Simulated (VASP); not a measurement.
A run of VASP 6.6.1 is set up as follows.

The input POSCAR:

```
WS2
1.0
    3.0790738334      0.0000000000      0.0000000000
   -1.5395369167      2.6665561598      0.0000000000
    0.0000000000      0.0000000000     17.5499654131
W S
3 6
Direct
    0.6666666667      0.3333333333      0.6597259989
    0.3333333333      0.6666666667      0.9840382996
    0.3333333333      0.6666666667      0.3354136982
    0.6666666667      0.3333333333      1.0732499546
    0.6666666667      0.3333333333      0.4248372568
    0.3333333333      0.6666666667      0.7490971738
    0.6666666667      0.3333333333      0.8946147410
    0.6666666667      0.3333333333      0.2462020431
    0.3333333333      0.6666666667      0.5703548239
```

INCAR.step1

```
PREC = Accurate ; ENCUT = 520
ISMEAR = 0 ; SIGMA = 0.02
LREAL = F ; LASPH = T
NELM = 60 ; NBANDS = 49
GGA = PE ; ALGO = Normal
EDIFF = 1E-4 ; LWAVE = T
LCHARG = F
```

INCAR.step2

```
PREC = Accurate ; ENCUT = 520
EDIFF = 1E-7 ; ISMEAR = 0
SIGMA = 0.02 ; LREAL = F
LASPH = T ; NELM = 60
ALGO = Normal ; ISIF = 2
LWAVE = F ; LCHARG = F
METAGGA = R2SCAN ; LMIXTAU = T
NBANDS = 49 ; ISTART = 1
```

Contents of KPOINTS:

```
regular mesh
0
Gamma
  12 12 2
```

Potentials or basis: VASP PAW PBE potentials, release 64 (W_sv, S).

Command:

```sh
$ cat potpaw_PBE.64/W_sv/POTCAR potpaw_PBE.64/S/POTCAR > POTCAR
$ cp INCAR.step1 INCAR
$ mpirun -np 1 vasp_std > vasp.out
$ cp INCAR.step2 INCAR
$ mpirun -np 1 vasp_std > vasp.out
```

Predict the pressure.

15.3 GPa.

Predict the band gap on the k mesh.

0.65 eV (least direct gap 2.20 eV).

Estimate the largest force.

0.030 eV/Å.

Forces on the atoms (eV/Å):
```
W    0.000  0.000  0.000
W    0.000  0.000 -0.001
W    0.000  0.000  0.001
S    0.000  0.000  0.030
S    0.000  0.000  0.026
S    0.000  0.000  0.024
S    0.000  0.000 -0.026
S    0.000  0.000 -0.030
S    0.000  0.000 -0.024
```

Caveat: the cell stands under pressure; the PAW data sets were made with another functional, which shifts forces and pressure a little; spin-orbit coupling is left out, which moves the levels of the heavy elements. A k mesh can miss the band edges.
